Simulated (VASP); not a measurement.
Wanted: the native input for a VASP 6.6.1 run.

```
Task                   : single point
Functional             : LDA
Potentials or basis    : VASP PAW LDA potentials, release 64 (Al, C)
Cutoff                 : 520 eV
k mesh                 : 5 × 5 × 1
Occupations            : gaussian, width 0.1 eV
Spin                   : no spin polarisation
Dipole correction      : yes
Further INCAR settings : ALGO = Normal; EDIFF = 1e-06; NBANDS = 32
```

The structure of Al12C lies in POSCAR:

```
Al12C
1.0
    5.6336864727      0.0000000000      0.0000000000
    0.0000000000      5.6336864727      0.0000000000
    0.0000000000      0.0000000000     19.6042970528
Al C
12 1
Direct
    0.2500000000      0.2500000000      0.2040369001
    0.2500000000      0.7500000000      0.2040369001
    0.7500000000      0.2500000000      0.2040369001
    0.7500000000      0.7500000000      0.2040369001
    0.0000000000      0.0000000000      0.3086956402
    0.0000000000      0.5000000000      0.3086956402
    0.5000000000      0.0000000000      0.3086956402
    0.5000000000      0.5000000000      0.3086956402
    0.2500000000      0.2500000000      0.4133939121
    0.2500000000      0.7500000000      0.4133939121
    0.7500000000      0.2500000000      0.4133939121
    0.7500000000      0.7500000000      0.4133939121
    0.4166666667      0.5000000000      0.4464485900
```

The input as run:

INCAR

```
SYSTEM = Al12C
ALGO = Normal
DIPOL = 0.5 0.5 0.319
EDIFF = 1E-6
ENCUT = 520
IDIPOL = 3
ISIF = 2
ISMEAR = 0
LASPH = .TRUE.
LCHARG = .FALSE.
LDIPOL = .TRUE.
LREAL = .FALSE.
LWAVE = .FALSE.
NBANDS = 32
NELM = 80
PREC = Accurate
SIGMA = 0.1
```

KPOINTS

```
k-points
0
G
  5 5 1
  0 0 0
```

Potentials or basis: VASP PAW LDA potentials, release 64 (Al, C).

Launch:

```sh
$ cat potpaw_LDA.64/Al/POTCAR potpaw_LDA.64/C/POTCAR > POTCAR
$ mpirun -np 1 vasp_std > vasp.out
```

It gave:

The largest force is 3.940 eV/Å. The band gap on the k mesh is zero (bands 20 and 21 overlap by 0.60 eV).

Run time: 7.8 min on 1 thread of Intel Xeon 8259CL (shared host), peak memory 0.49 GiB.
